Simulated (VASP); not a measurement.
Input of a VASP 6.6.1 run:

INCAR

```
SYSTEM = MoS2
ALGO     = Normal         ! electronic algorithm
EDIFF    = 1E-6           ! SCF threshold, eV
ENCUT    = 520            ! plane-wave cutoff, eV
GGA      = PE             ! functional
ISIF     = 2              ! what is computed and relaxed
ISMEAR   = 0              ! smearing method
IVDW     = 12             ! dispersion correction
LASPH    = .TRUE.         ! aspherical terms in the spheres
LCHARG   = .FALSE.        ! write CHGCAR
LREAL    = .FALSE.        ! projectors in reciprocal space
LWAVE    = .FALSE.        ! write WAVECAR
NBANDS   = 20             ! bands
NELM     = 60             ! most SCF steps
PREC     = Accurate       ! precision mode
SIGMA    = 0.05           ! smearing width, eV
```

Contents of KPOINTS:

```
k-points
0
G
  12 12 12
  0 0 0
```

The input POSCAR:

```
MoS2
1.0
    1.5097093489      0.8716310990      6.8899108793
   -1.5097093489      0.8716310990      6.8899108793
    0.0000000000     -1.7432621980      6.8899108793
Mo S
1 2
Direct
    0.0000172156      0.0000172156      0.0000172156
    0.7535368444      0.7535368444      0.7535368444
    0.5797459400      0.5797459400      0.5797459400
```

Potentials or basis: VASP PAW PBE potentials, release 64 (Mo_sv, S).

Launch:

```bash
$ cat potpaw_PBE.64/Mo_sv/POTCAR potpaw_PBE.64/S/POTCAR > POTCAR
$ mpirun -np 1 vasp_std > vasp.out
```

Question: Predict the band gap on the k mesh.

Answer: 0.76 eV (least direct gap 1.29 eV).

Question: Estimate the largest force.

Answer: 2.687 eV/Å.

Question: Estimate the dispersion energy per atom.

Answer: -0.418 eV.

Question: Predict the pressure.

Answer: -8.2 GPa.

Stress tensor (GPa, compression positive):
```
  3.03   0.00   0.00
  0.00   3.03   0.00
  0.00   0.00 -30.56
```

Caveat: the stress differs along the axes, from -31 to 3 GPa; semilocal functionals underestimate gaps, and a narrow one can read as zero; forces of over 1 eV/Å act on the atoms, so gaps and moduli don't describe the material at rest. A k mesh can miss the band edges.
